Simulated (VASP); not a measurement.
# MnRh (Pm-3m) in VASP: notebook

The runs below take MnRh through single point, with LDA.

All numbers are computed with VASP 6.6.1; they aren't measurements. Logs are shortened: lines on timing, memory, paths and dates and some standing lists are left out, and cuts for length are marked.

## 1. The cell of the first run

Symmetry: Pm-3m, No. 221, cubic system. Conventional cell: a = 3.044 Å, b = 3.044 Å, c = 3.044 Å, α = 90.00°, β = 90.00°, γ = 90.00°. Within 3.5 Å of Mn (site symmetry m-3m) lie 8 Rh at 2.64 Å and 6 Mn at 3.04 Å. Within 3.5 Å of Rh (site symmetry m-3m) lie 8 Mn at 2.64 Å and 6 Rh at 3.04 Å.

## 2. Single point, LDA, collinear spin, zero start

INCAR reads:

```
  ALGO = Normal
  EDIFF = 1E-6
  ENCUT = 500
  GGA_COMPAT = False
  ISIF = 2
  ISMEAR = -1
  ISPIN = 2
  LASPH = True
  LCHARG = True
  LELF = True
  LMAXMIX = 4
  LORBIT = 11
  LREAL = False
  LVHAR = True
  LWAVE = False
  MAGMOM = 0 0
  NBANDS = 25
  NELM = 200
  NUPDOWN = 0.0
  PREC = Accurate
  SIGMA = 0.05
```

KPOINTS reads:

```
k-points
0
Gamma
  9 9 9
```

POSCAR reads:

```
MnRh
1.0
    3.0440000000      0.0000000000      0.0000000000
    0.0000000000      3.0440000000      0.0000000000
    0.0000000000      0.0000000000      3.0440000000
Mn Rh
1 1
Direct
    0.0000000000      0.0000000000      0.0000000000
    0.5000000000      0.5000000000      0.5000000000
```

Potentials or basis: VASP PAW LDA potentials, release 64 (Mn_pv, Rh_pv).

Run with:

```bash
$ cat potpaw_LDA.64/Mn_pv/POTCAR potpaw_LDA.64/Rh_pv/POTCAR > POTCAR
$ mpirun -np 1 vasp_std > vasp.out
```

OUTCAR:

```text
EDIFF = 1E-6
   ENCUT = 500
   ISIF = 2
   ISMEAR = -1
   ISPIN = 2
   LASPH = True
   LORBIT = 11
   LREAL = False
   NELM = 200
   NUPDOWN = 0.0
   PREC = Accurate

 ion  position               nearest neighbor table
   1  0.000  0.000  0.000-   2 2.64   2 2.64   2 2.64   2 2.64   2 2.64   2 2.64   2 2.64   2 2.64

   2  0.500  0.500  0.500-   1 2.64   1 2.64   1 2.64   1 2.64   1 2.64   1 2.64   1 2.64   1 2.64

  LATTYP: Found a simple cubic cell.
 ALAT       =     3.0440000000

  Lattice vectors:

 A1 = (   3.0440000000,   0.0000000000,   0.0000000000)
 A2 = (   0.0000000000,   3.0440000000,   0.0000000000)
 A3 = (   0.0000000000,   0.0000000000,   3.0440000000)

Analysis of symmetry for initial positions (statically):
=====================================================================
 Subroutine PRICEL returns:
 Original cell was already a primitive cell.

 Routine SETGRP: Setting up the symmetry group for a
 simple cubic supercell.

 Subroutine GETGRP returns: Found 48 space group operations
 (whereof 48 operations were pure point group operations)
 out of a pool of 48 trial point group operations.

The static configuration has the point symmetry O_h .

Analysis of symmetry for dynamics (positions and initial velocities):
=====================================================================
 Subroutine PRICEL returns:
 Original cell was already a primitive cell.

 Routine SETGRP: Setting up the symmetry group for a
 simple cubic supercell.

 Subroutine GETGRP returns: Found 48 space group operations
 (whereof 48 operations were pure point group operations)
 out of a pool of 48 trial point group operations.

The dynamic configuration has the point symmetry O_h .

Analysis of structural, dynamic, and magnetic symmetry:
=====================================================================
 Subroutine PRICEL returns:
 Original cell was already a primitive cell.

 Routine SETGRP: Setting up the symmetry group for a
 simple cubic supercell.

 Subroutine GETGRP returns: Found 48 space group operations
 (whereof 48 operations were pure point group operations)
 out of a pool of 48 trial point group operations.

The overall configuration has the point symmetry O_h .

 Subroutine INISYM returns: Found 48 space group operations
 (whereof 48 operations are pure point group operations),
 and found     1 'primitive' translations

----------------------------------------------------------------------------------------

                                     Primitive cell

  volume of cell :      28.2055

  direct lattice vectors                    reciprocal lattice vectors
     3.044000000  0.000000000  0.000000000     0.328515112  0.000000000  0.000000000
     0.000000000  3.044000000  0.000000000     0.000000000  0.328515112  0.000000000
     0.000000000  0.000000000  3.044000000     0.000000000  0.000000000  0.328515112

  length of vectors
     3.044000000  3.044000000  3.044000000     0.328515112  0.328515112  0.328515112

  position of ions in fractional coordinates (direct lattice)
     0.000000000  0.000000000  0.000000000
     0.500000000  0.500000000  0.500000000

  ion indices of the primitive-cell ions
   primitive index   ion index
                 1           1
                 2           2

----------------------------------------------------------------------------------------

 KPOINTS: k-points

Automatic generation of k-mesh.
 Grid dimensions read from file:
 generate k-points for:    9    9    9

 Generating k-lattice:

  Cartesian coordinates                     Fractional coordinates (reciprocal lattice)
     0.036501679  0.000000000  0.000000000     0.111111111  0.000000000  0.000000000
     0.000000000  0.036501679  0.000000000     0.000000000  0.111111111  0.000000000
     0.000000000  0.000000000  0.036501679     0.000000000  0.000000000  0.111111111

  Length of vectors
     0.036501679  0.036501679  0.036501679

  Shift w.r.t. Gamma in fractional coordinates (k-lattice)
     0.000000000  0.000000000  0.000000000

 Subroutine IBZKPT returns following result:
 ===========================================

 Found     35 irreducible k-points:

 Following reciprocal coordinates:
            Coordinates               Weight
  0.000000  0.000000  0.000000      1.000000
  0.111111  0.000000  0.000000      6.000000
  0.222222  0.000000  0.000000      6.000000
  0.333333  0.000000  0.000000      6.000000
  0.444444  0.000000  0.000000      6.000000
  0.111111  0.111111  0.000000     12.000000
[... 16 lines left out ...]
  0.333333  0.333333  0.111111     24.000000
  0.444444  0.333333  0.111111     48.000000
 [... further k-points ...]
   k-points           NKPTS =     35   k-points in BZ     NKDIM =     35   number of bands    NBANDS=     25
   number of dos      NEDOS =    301   number of ions     NIONS =      2
   total plane-waves  NPLWV =  13824
   dimension x,y,z NGX =    24 NGY =   24 NGZ =   24
   dimension x,y,z NGXF=    48 NGYF=   48 NGZF=   48
   ions per type =               1   1
   NGX,Y,Z   is equivalent  to a cutoff of  13.11, 13.11, 13.11 a.u.
   NGXF,Y,Z  is equivalent  to a cutoff of  26.21, 26.21, 26.21 a.u.
 SYSTEM =  unknown system
   PREC   = accura    normal or accurate (medium, high low for compatibility)
   ISTART =      0    job   : 0-new  1-cont  2-samecut
   ICHARG =      2    charge: 1-file 2-atom 10-const
   ISPIN  =      2    spin polarized calculation?
   LNONCOLLINEAR =      F non collinear calculations
   LSORBIT =      F    spin-orbit coupling
   LASPH  =      T    aspherical Exc in radial PAW
   ENCUT  =  500.0 eV  36.75 Ry    6.06 a.u.   5.55  5.55  5.55*2*pi/ulx,y,z
   NELM   =    200;   NELMIN=  2; NELMDL= -5     # of ELM steps
   EDIFF  = 0.1E-05   stopping-criterion for ELM
   LREAL  =      F    real-space projection
   EDIFFG = 0.1E-04   stopping-criterion for IOM
   NSW    =      0    number of steps for IOM
   IBRION =     -1    ionic relax: 0-MD 1-quasi-New 2-CG
   NFREE  =      0    steps in history (QN), initial steepest desc. (CG)
   ISIF   =      2    stress and relaxation
   ISYM   =      2    0-nonsym 1-usesym 2-fastsym
   POTIM  = 0.5000    time-step for ionic-motion
   TEBEG  =    0.0;   TEEND  =   0.0 temperature during run
   PSTRESS=    0.0 pullay stress
   NELECT =      28.0000    total number of electrons
   NUPDOWN=       0.0000    fix difference up-down
   EMIN   =  10.00;   EMAX   =-10.00  energy-range for DOS
   EFERMI =   0.00;   METHOD = LEGACY
   ISMEAR =    -1;   SIGMA  =   0.05  broadening in eV -4-tet -1-fermi 0-gaus
   EFERMI_NEDOS =   21; number of points for ismear=-14 and -15
   IALGO  =     38    algorithm
   IMIX   =      4    mixing-type and parameters
     AMIX     =   0.40;   BMIX     =  1.00
     AMIX_MAG =   1.60;   BMIX_MAG =  1.00
  volume/ion in A,a.u.               =      14.10        95.17
  Fermi-wavevector in a.u.,A,eV,Ry     =   1.633113  3.086136 36.287521  2.667058
  Thomas-Fermi vector in A             =   2.724972
   LORBIT       =     11    0 simple, 1 ext, 2 COOP (PROOUT), +10 PAW based schemes
   GGA     = CA    functional components
   LHFCALC =     F    Hartree Fock is set to
   AEXX    =    0.0000 exact exchange contribution
   IVDW    =     0    specifies the selected vdW correction
   LEPSILON=     F    determine dielectric tensor
   LRPA    =     F    only Hartree local field effects (RPA)
 spin polarized calculation
  energy-cutoff  :      500.00
  volume of cell :       28.21
 maximum number of plane-waves:       739
 NGX is ok and might be reduce to    24
   NGX = 11   NGY = 11   NGZ = 11

 number of electron      28.0000019 magnetization       0.0000000

 number of electron      28.0000019 magnetization      -0.0000000

 Free energy of the ion-electron system (eV)
  ---------------------------------------------------
  ext. energy  EPLUGINS =         0.00000000
  ---------------------------------------------------
  free energy    TOTEN  =       -17.54237267 eV

  energy without entropy =      -17.48467198  energy(sigma->0) =      -17.51352232

 E-fermi :   9.1557     XC(G=0): -13.4889

 val. band max:        9.1482154862   @ k =   0.0000   0.0000   0.0000
 cond. band min:       9.1598926255   @ k =   0.1111   0.1111   0.0000
 fundamental gap:      0.0116771393
 Fermi energy:         9.1556843832

 spin component 1

 k-point     1 :       0.0000    0.0000    0.0000
  band No.  band energies     occupation
      1     -38.4528      1.00000
      2     -38.4528      1.00000
      3     -38.4528      1.00000
      4     -37.0362      1.00000
      5     -37.0362      1.00000
      6     -37.0362      1.00000
[... 17 lines left out ...]
     24      28.9830      0.00000
     25      28.9830      0.00000

 k-point     2 :       0.1111    0.0000    0.0000
  band No.  band energies     occupation
      1     -38.4564      1.00000
      2     -38.4501      1.00000
      3     -38.4501      1.00000
      4     -37.0516      1.00000
      5     -37.0378      1.00000
      6     -37.0378      1.00000
[... 17 lines left out ...]
     24      28.8245      0.00000
     25      29.1923      0.00000

 k-point     3 :       0.2222    0.0000    0.0000
  band No.  band energies     occupation
      1     -38.4654      1.00000
      2     -38.4432      1.00000
      3     -38.4432      1.00000
      4     -37.0903      1.00000
      5     -37.0417      1.00000
      6     -37.0417      1.00000
[... 552 lines left out ...]
 k-point    23 :       0.3333    0.3333    0.1111
  band No.  band energies     occupation
      1     -38.4959      1.00000
      2     -38.4799      1.00000
      3     -38.4355      1.00000
      4     -37.1171      1.00000
      5     -37.0977      1.00000
      6     -37.0541      1.00000
[... 17 lines left out ...]
     24      27.4387      0.00000
     25      29.7557      0.00000

 k-point    24 :       0.4444    0.3333    0.1111
  band No.  band energies     occupation
      1     -38.5039      1.00000
      2     -38.4908      1.00000
      3     -38.4328      1.00000
      4     -37.1255      1.00000
      5     -37.1009      1.00000
      6     -37.0532      1.00000
[... 17 lines left out ...]
     24      27.5601      0.00000
     25      29.7553      0.00000

 [... further k-points ...]

 spin component 2

 k-point     1 :       0.0000    0.0000    0.0000
  band No.  band energies     occupation
      1     -38.4528      1.00000
      2     -38.4528      1.00000
      3     -38.4528      1.00000
      4     -37.0362      1.00000
      5     -37.0362      1.00000
      6     -37.0362      1.00000
[... 17 lines left out ...]
     24      28.9830      0.00000
     25      28.9830      0.00000

 k-point     2 :       0.1111    0.0000    0.0000
  band No.  band energies     occupation
      1     -38.4564      1.00000
      2     -38.4501      1.00000
      3     -38.4501      1.00000
      4     -37.0516      1.00000
      5     -37.0378      1.00000
      6     -37.0378      1.00000
[... 17 lines left out ...]
     24      28.8245      0.00000
     25      29.1923      0.00000

 k-point     3 :       0.2222    0.0000    0.0000
  band No.  band energies     occupation
      1     -38.4654      1.00000
      2     -38.4432      1.00000
      3     -38.4432      1.00000
      4     -37.0903      1.00000
      5     -37.0417      1.00000
      6     -37.0417      1.00000
[... 552 lines left out ...]
 k-point    23 :       0.3333    0.3333    0.1111
  band No.  band energies     occupation
      1     -38.4959      1.00000
      2     -38.4799      1.00000
      3     -38.4355      1.00000
      4     -37.1171      1.00000
      5     -37.0977      1.00000
      6     -37.0541      1.00000
[... 17 lines left out ...]
     24      27.4387      0.00000
     25      29.7557      0.00000

 k-point    24 :       0.4444    0.3333    0.1111
  band No.  band energies     occupation
      1     -38.5039      1.00000
      2     -38.4908      1.00000
      3     -38.4328      1.00000
      4     -37.1255      1.00000
      5     -37.1009      1.00000
      6     -37.0533      1.00000
[... 17 lines left out ...]
     24      27.5601      0.00000
     25      29.7553      0.00000

 [... further k-points ...]

------------------------ aborting loop because EDIFF is reached ----------------------------------------

  FORCE on cell =-STRESS in cart. coord.  units (eV):
  Direction    XX          YY          ZZ          XY          YZ          ZX
  --------------------------------------------------------------------------------------
  -------------------------------------------------------------------------------------
  Total       -5.7127147     -5.7127147     -5.7127147     -0.0000000      0.0000000     -0.0000000
  in kB     -324.5033399   -324.5033399   -324.5033399     -0.0000000      0.0000000     -0.0000000
  external PRESSURE =    -324.5033399 kB  Pullay stress =       0.0000000 kB

 VOLUME and BASIS-vectors are now :
 -----------------------------------------------------------------------------
  energy-cutoff  :      500.00
  volume of cell :       28.21
      direct lattice vectors                 reciprocal lattice vectors
     3.044000000  0.000000000  0.000000000     0.328515112  0.000000000  0.000000000
     0.000000000  3.044000000  0.000000000     0.000000000  0.328515112  0.000000000
     0.000000000  0.000000000  3.044000000     0.000000000  0.000000000  0.328515112

 POSITION                                       TOTAL-FORCE (eV/Angst)
 -----------------------------------------------------------------------------------
      0.00000      0.00000      0.00000         0.000000      0.000000      0.000000
      1.52200      1.52200      1.52200         0.000000      0.000000      0.000000
 -----------------------------------------------------------------------------------
    total drift:                                0.000000      0.000000     -0.000000

  FREE ENERGIE OF THE ION-ELECTRON SYSTEM (eV)
  ---------------------------------------------------
  free  energy   TOTEN  =       -17.5423726665 eV

  energy  without entropy=      -17.4846719821  energy(sigma->0) =      -17.51352232

 total charge

# of ion       s       p       d       tot
------------------------------------------
    1        0.333   6.256   5.028  11.617
    2        0.395   6.262   7.053  13.710
--------------------------------------------------
tot          0.728  12.518  12.081  25.327

 magnetization (x)

# of ion       s       p       d       tot
------------------------------------------
    1       -0.000  -0.000  -0.000  -0.000
    2        0.000   0.000   0.000   0.000
--------------------------------------------------
tot          0.000  -0.000  -0.000  -0.000
```

Run time: 46 s. Hardware: 1 thread of Intel Xeon 8259CL, shared host; peak memory 0.13 GiB.

Results:

```yaml
Free_energy: -17.5424 eV
Pressure: -32.5 GPa
Net_moment: 0.00 μB per cell
Valence_electrons_inside_the_program's_atomic_spheres: Mn 11.62; Rh 13.71
```

Caveat: the cell stands under tension; the total moment is fixed, so each spin has its own Fermi level.

## 3. Single point, LDA, collinear spin, ferrimagnetic start

INCAR reads:

```
SYSTEM = MnRh
PREC = Accurate ; ENCUT = 500
EDIFF = 1E-6 ; ISMEAR = -1
SIGMA = 0.05 ; LREAL = .FALSE.
LASPH = .TRUE. ; NELM = 200
ALGO = Normal ; ISIF = 2
LWAVE = .FALSE. ; LCHARG = .FALSE.
ISPIN = 2 ; MAGMOM = 1.55 -0.23
LORBIT = 11 ; NUPDOWN = 1.2
LMAXMIX = 4 ; NBANDS = 25
GGA_COMPAT = .FALSE.
```

KPOINTS reads:

```
Automatic mesh
0
G
  9 9 9
  0 0 0
```

POSCAR is that of step 2.

Potentials or basis: VASP PAW LDA potentials, release 64 (Mn_pv, Rh_pv).

Run with:

```bash
$ cat potpaw_LDA.64/Mn_pv/POTCAR potpaw_LDA.64/Rh_pv/POTCAR > POTCAR
$ mpirun -np 1 vasp_std > vasp.out
```

Wall time 46 s (1 thread of Intel Xeon 8259CL, shared host); peak memory 0.13 GiB.

The run converged. Its results:

| Quantity | Value |
| --- | --- |
| Free energy | -17.6688 eV |
| Pressure | -29.6 GPa |
| Net moment | 1.20 μB per cell |
| Site moments | Mn +1.34; Rh -0.16 μB |
| Valence electrons inside the program's atomic spheres | Mn 11.62; Rh 13.72 |

Caveat: the cell stands under tension; the total moment is fixed, so each spin has its own Fermi level and the state may be an excited one.

## 4. Single point, LDA, collinear spin

INCAR reads:

```
SYSTEM = MnRh
PREC = Accurate ; ENCUT = 500
EDIFF = 1E-6 ; ISMEAR = -1
SIGMA = 0.05 ; LREAL = .FALSE.
LASPH = .TRUE. ; NELM = 200
ALGO = Normal ; ISIF = 2
LWAVE = .FALSE. ; LCHARG = .TRUE.
ISPIN = 2 ; MAGMOM = 2.8 -0.2
LORBIT = 11 ; NUPDOWN = 2.4
LMAXMIX = 4 ; LELF = .TRUE.
LVHAR = .TRUE. ; NBANDS = 25
GGA_COMPAT = .FALSE.
```

KPOINTS reads:

```
regular mesh
0
G
  9 9 9
  0 0 0
```

POSCAR is that of step 3.

Run with:

```bash
$ cat potpaw_LDA.64/Mn_pv/POTCAR potpaw_LDA.64/Rh_pv/POTCAR > POTCAR
$ mpirun -np 1 vasp_std > vasp.out
```

Wall time 48 s (1 thread of Intel Xeon 8259CL, shared host); peak memory 0.13 GiB.

It converged, with:

| Quantity | Value |
| --- | --- |
| Free energy | -18.0104 eV |
| Pressure | -23.6 GPa |
| Net moment | 2.40 μB per cell |
| Site moments | Mn +2.49; Rh -0.15 μB |
| Valence electrons inside the program's atomic spheres | Mn 11.61; Rh 13.74 |

Caveat: the cell stands under tension; the total moment is fixed, so each spin has its own Fermi level and the state may be an excited one.

## 5. The runs side by side

```csv
spin,fixed moment (μB),pressure (GPa),moment (μB)
"collinear, zero start",0.0,-32.5,0.00
"collinear, ferrimagnetic start",1.2,-29.6,1.20
collinear,2.4,-23.6,2.40
```

Alike in all rows: task single point; level LDA; potentials or basis VASP PAW LDA potentials, release 64 (Mn_pv, Rh_pv); cell as given; k mesh 9 × 9 × 9; cutoff (eV) 500; smearing fermi-dirac 0.05 eV.

Caveats: the cell stands under tension; the total moment is fixed, so each spin has its own Fermi level and the state may be an excited one (at least some runs); the total moment is fixed, so each spin has its own Fermi level (at least some runs).

Absolute energies hang on the potentials; compare differences alone.
